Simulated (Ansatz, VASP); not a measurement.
**Two plane-wave programs on Zn**

```xyz
2
Lattice="2.5968 0.0000 0.0000 -1.2984 2.2489 0.0000 0.0000 0.0000 4.8405" Properties=species:S:1:pos:R:3 pbc="T T T"
Zn    0.0000    1.4993    1.2101
Zn    1.2984    0.7496    3.6303
```

Change from the starting cell: volume scaled by 0.98, PAW files.

Alike in both runs: task electric field gradients; functional PBEsol; k mesh 18 × 18 × 9; occupations fermi-dirac, width 0.03 eV; no spin polarisation.

```csv
,VASP,Ansatz
version,VASP 6.6.1,Ansatz 0.2.0
potentials or method,"VASP PAW PBE potentials, release 64 (Zn)","PAW with Ansatz's default frozen-core files, scalar-relativistic"
plane-wave cutoff (eV),520,420
valence electrons in the cell,24,24
```

|  | VASP | Ansatz | Ansatz less VASP |
| --- | --- | --- | --- |
| pressure (GPa) | 1.0 | 0.5 | -0.48 |
| traceless stress, the component that is largest in VASP (GPa) | 1.08 | 1.24 | +0.165 |
| size of Vzz on the site where it differs most (V/Å²) | 38.2 | 37.4 | -0.82 |

VASP's potentials were made for PBE, not for PBEsol.
